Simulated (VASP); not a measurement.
# BAs (F-43m) in VASP: further runs

BAs is run at these levels: PBE; tasks: single point.

Program: VASP 6.6.1. These are calculated values, not measurements. Logs are shortened: lines on timing, memory, paths and dates and some standing lists are left out, and cuts for length are marked.

### 1 The cell of the first run

It takes space group F-43m (No. 216, cubic). Conventional cell: a = 4.640 Å, b = 4.640 Å, c = 4.640 Å, α = 90.00°, β = 90.00°, γ = 90.00°. B (site symmetry -43m) has 4 As at 2.01 Å within 2.7 Å. Within 2.7 Å of As (site symmetry -43m) lie 4 B at 2.01 Å.

### 2 Single point, PBE (strain -3.0%)

Contents of INCAR:

```
SYSTEM = BAs
PREC     = Accurate       ! precision mode
ENCUT    = 520            ! plane-wave cutoff, eV
EDIFF    = 1E-6           ! SCF threshold, eV
ISMEAR   = 0              ! smearing method
SIGMA    = 0.01           ! smearing width, eV
LREAL    = .False.        ! projectors in reciprocal space
LASPH    = .True.         ! aspherical terms in the spheres
NELM     = 100            ! most SCF steps
ALGO     = Normal         ! electronic algorithm
ISIF     = 2              ! what is computed and relaxed
LWAVE    = .False.        ! write WAVECAR
LCHARG   = .False.        ! write CHGCAR
GGA      = PE             ! functional
NBANDS   = 11             ! bands
```

Contents of KPOINTS:

```
Automatic mesh
0
Gamma
  6 6 6
  0 0 0
```

Contents of POSCAR:

```
BAs
1.0
    0.0000000000      2.3201115760      2.3201115760
    2.3201115760      0.0000000000      2.3201115760
    2.3201115760      2.3201115760      0.0000000000
B As
1 1
Direct
    0.0000000000      0.0000000000      0.0000000000
    0.2500000000      0.2500000000      0.2500000000
```

Potentials or basis: VASP PAW PBE potentials, release 64 (B, As).

On the command line:

```sh
$ cat potpaw_PBE.64/B/POTCAR potpaw_PBE.64/As/POTCAR > POTCAR
$ mpirun -np 1 vasp_std > vasp.out
```

OUTCAR:

```text
SYSTEM = BAs
   PREC = Accurate
   ENCUT = 520
   EDIFF = 1E-6
   ISMEAR = 0
   LREAL = .False.
   LASPH = .True.
   NELM = 100
   ISIF = 2
   GGA = PE

 ion  position               nearest neighbor table
   1  0.000  0.000  0.000-   2 2.01   2 2.01   2 2.01   2 2.01
   2  0.250  0.250  0.250-   1 2.01   1 2.01   1 2.01   1 2.01

  LATTYP: Found a face centered cubic cell.
 ALAT       =     4.6402231520

  Lattice vectors:

 A1 = (   0.0000000000,   2.3201115760,   2.3201115760)
 A2 = (   2.3201115760,   0.0000000000,   2.3201115760)
 A3 = (   2.3201115760,   2.3201115760,   0.0000000000)

Analysis of symmetry for initial positions (statically):
=====================================================================
 Subroutine PRICEL returns:
 Original cell was already a primitive cell.

 Routine SETGRP: Setting up the symmetry group for a
 face centered cubic supercell.

 Subroutine GETGRP returns: Found 24 space group operations
 (whereof 24 operations were pure point group operations)
 out of a pool of 48 trial point group operations.

The static configuration has the point symmetry T_d .

Analysis of symmetry for dynamics (positions and initial velocities):
=====================================================================
 Subroutine PRICEL returns:
 Original cell was already a primitive cell.

 Routine SETGRP: Setting up the symmetry group for a
 face centered cubic supercell.

 Subroutine GETGRP returns: Found 24 space group operations
 (whereof 24 operations were pure point group operations)
 out of a pool of 48 trial point group operations.

The dynamic configuration has the point symmetry T_d .

 Subroutine INISYM returns: Found 24 space group operations
 (whereof 24 operations are pure point group operations),
 and found     1 'primitive' translations

----------------------------------------------------------------------------------------

                                     Primitive cell

  volume of cell :      24.9779

  direct lattice vectors                    reciprocal lattice vectors
     0.000000000  2.320111576  2.320111576    -0.215506877  0.215506877  0.215506877
     2.320111576  0.000000000  2.320111576     0.215506877 -0.215506877  0.215506877
     2.320111576  2.320111576  0.000000000     0.215506877  0.215506877 -0.215506877

  length of vectors
     3.281133257  3.281133257  3.281133257     0.373268860  0.373268860  0.373268860

  position of ions in fractional coordinates (direct lattice)
     0.000000000  0.000000000  0.000000000
[... 76 lines left out ...]
   ISYM   =      2    0-nonsym 1-usesym 2-fastsym
   POTIM  = 0.5000    time-step for ionic-motion
   TEBEG  =    0.0;   TEEND  =   0.0 temperature during run
   PSTRESS=    0.0 pullay stress
   NELECT =       8.0000    total number of electrons
   NUPDOWN=      -1.0000    fix difference up-down
   EMIN   =  10.00;   EMAX   =-10.00  energy-range for DOS
   EFERMI =   0.00;   METHOD = LEGACY
   ISMEAR =     0;   SIGMA  =   0.01  broadening in eV -4-tet -1-fermi 0-gaus
   EFERMI_NEDOS =   21; number of points for ismear=-14 and -15
   IALGO  =     38    algorithm
   IMIX   =      4    mixing-type and parameters
     AMIX     =   0.40;   BMIX     =  1.00
     AMIX_MAG =   1.60;   BMIX_MAG =  1.00
  volume/ion in A,a.u.               =      12.49        84.28
  Fermi-wavevector in a.u.,A,eV,Ry     =   1.120089  2.116662 17.069868  1.254600
  Thomas-Fermi vector in A             =   2.256733
   LORBIT       =      0    0 simple, 1 ext, 2 COOP (PROOUT), +10 PAW based schemes
   GGA     = PE    functional components
   LHFCALC =     F    Hartree Fock is set to
   AEXX    =    0.0000 exact exchange contribution
   IVDW    =     0    specifies the selected vdW correction
   LEPSILON=     F    determine dielectric tensor
   LRPA    =     F    only Hartree local field effects (RPA)
 non-spin polarized calculation
 Gauss-broadening in eV      SIGMA  =   0.01
  energy-cutoff  :      520.00
  volume of cell :       24.98
 maximum number of plane-waves:       692
   NGX = 13   NGY = 13   NGZ = 13

 number of electron       8.0000000 magnetization

 Free energy of the ion-electron system (eV)
  ---------------------------------------------------
  ext. energy  EPLUGINS =         0.00000000
  ---------------------------------------------------
  free energy    TOTEN  =       -11.23764173 eV

  energy without entropy =      -11.23764173  energy(sigma->0) =      -11.23764173

 E-fermi :   7.1949     XC(G=0): -10.9626

 val. band max:        7.1310580516   @ k =   0.0000   0.0000   0.0000
 cond. band min:       8.3283397443   @ k =   0.3333   0.3333   0.0000
 fundamental gap:      1.1972816926
 Fermi energy:         7.1949351135

 k-point     1 :       0.0000    0.0000    0.0000
  band No.  band energies     occupation
      1      -9.0998      2.00000
      2       7.1311      2.00000
      3       7.1311      2.00000
      4       7.1311      2.00000
      5      10.5204      0.00000
      6      10.5204      0.00000
      7      10.5204      0.00000
      8      12.9517      0.00000
      9      17.1628      0.00000
     10      20.4399      0.00000
     11      20.4399      0.00000
[... 197 lines left out ...]
 k-point    16 :      -0.3333    0.5000    0.1667
  band No.  band energies     occupation
      1      -4.2852      2.00000
      2      -1.5253      2.00000
      3       1.4699      2.00000
      4       1.6684      2.00000
      5      10.9194      0.00000
      6      11.2782      0.00000
      7      16.3376      0.00000
      8      16.5802      0.00000
      9      20.1825      0.00000
     10      23.6166      0.00000
     11      23.9033      0.00000

------------------------ aborting loop because EDIFF is reached ----------------------------------------

  FORCE on cell =-STRESS in cart. coord.  units (eV):
  Direction    XX          YY          ZZ          XY          YZ          ZX
  --------------------------------------------------------------------------------------
  -------------------------------------------------------------------------------------
  Total        2.9068949      2.9068949      2.9068949      0.0000000      0.0000000      0.0000000
  in kB      186.4589802    186.4589802    186.4589802      0.0000000      0.0000000      0.0000000
  external PRESSURE =     186.4589802 kB  Pullay stress =       0.0000000 kB

 VOLUME and BASIS-vectors are now :
 -----------------------------------------------------------------------------
  energy-cutoff  :      520.00
  volume of cell :       24.98
      direct lattice vectors                 reciprocal lattice vectors
     0.000000000  2.320111576  2.320111576    -0.215506877  0.215506877  0.215506877
     2.320111576  0.000000000  2.320111576     0.215506877 -0.215506877  0.215506877
     2.320111576  2.320111576  0.000000000     0.215506877  0.215506877 -0.215506877

 POSITION                                       TOTAL-FORCE (eV/Angst)
 -----------------------------------------------------------------------------------
      0.00000      0.00000      0.00000         0.000000     -0.000000      0.000000
      1.16006      1.16006      1.16006        -0.000000      0.000000     -0.000000
 -----------------------------------------------------------------------------------
    total drift:                                0.000000      0.000000      0.000000

  FREE ENERGIE OF THE ION-ELECTRON SYSTEM (eV)
  ---------------------------------------------------
  free  energy   TOTEN  =       -11.2376417251 eV

  energy  without entropy=      -11.2376417251  energy(sigma->0) =      -11.23764173
```

stdout:

```text
POSCAR found type information on POSCAR B As
 POSCAR found :  2 types and       2 ions
 scaLAPACK will be used
 LDA part: xc-table for (Slater+PW92), standard interpolation
 POSCAR, INCAR and KPOINTS ok, starting setup
 FFT: planning ... GRIDC
 FFT: planning ... GRID_SOFT
 FFT: planning ... GRID
 WAVECAR not read
 entering main loop
```

Run time: 4.2 s. Hardware: 1 thread of Intel Xeon 6975P-C, shared host; peak memory 0.13 GiB.

What came out:

```yaml
Free_energy: -11.2376 eV
Pressure: 18.6 GPa
Band_gap_on_the_k_mesh: 1.20 eV, indirect (least direct gap 3.39 eV)
```

Caveat: the cell differs from its parent crystal (strain -3.0%).

### 3 Single point, PBE (strain -2.0%)

Contents of INCAR:

```
SYSTEM = BAs
PREC     = Accurate       ! precision mode
ENCUT    = 520            ! plane-wave cutoff, eV
EDIFF    = 1E-7           ! SCF threshold, eV
ISMEAR   = 0              ! smearing method
SIGMA    = 0.01           ! smearing width, eV
LREAL    = .FALSE.        ! projectors in reciprocal space
LASPH    = .TRUE.         ! aspherical terms in the spheres
NELM     = 80             ! most SCF steps
ALGO     = Normal         ! electronic algorithm
ISIF     = 2              ! what is computed and relaxed
LWAVE    = .FALSE.        ! write WAVECAR
LCHARG   = .FALSE.        ! write CHGCAR
GGA      = PE             ! functional
NBANDS   = 11             ! bands
```

Contents of KPOINTS:

```
regular mesh
0
G
  6 6 6
  0 0 0
```

Contents of POSCAR:

```
BAs
1.0
    0.0000000000      2.3440302520      2.3440302520
    2.3440302520      0.0000000000      2.3440302520
    2.3440302520      2.3440302520      0.0000000000
B As
1 1
Direct
    0.0000000000      0.0000000000      0.0000000000
    0.2500000000      0.2500000000      0.2500000000
```

Potentials or basis: VASP PAW PBE potentials, release 64 (B, As).

On the command line:

```sh
$ cat potpaw_PBE.64/B/POTCAR potpaw_PBE.64/As/POTCAR > POTCAR
$ mpirun -np 1 vasp_std > vasp.out
```

Wall time 7.4 s (1 thread of Intel Xeon 6975P-C, shared host); peak memory 0.15 GiB.

The run converged. Its results:

| Quantity | Value |
| --- | --- |
| Free energy | -11.3139 eV |
| Pressure | 12.7 GPa |
| Band gap on the k mesh | 1.22 eV, indirect (least direct gap 3.35 eV) |

Levels at points of the mesh, in eV from the valence-band top:
| k point | band 2 | band 3 | band 4 | band 5 | band 6 | band 7 |
| --- | --- | --- | --- | --- | --- | --- |
| (0.00, 0.00, 0.00) | 0.00 | 0.00 | 0.00 | 3.35 | 3.35 | 3.35 |
| (0.50, 0.00, 0.00) | -9.22 | -1.92 | -1.92 | 3.03 | 4.84 | 4.84 |
| (0.50, 0.50, 0.00) | -8.86 | -4.32 | -4.32 | 1.35 | 1.38 | 11.92 |

Caveat: the cell differs from its parent crystal (strain -2.0%).

[end of part 1 of 2]
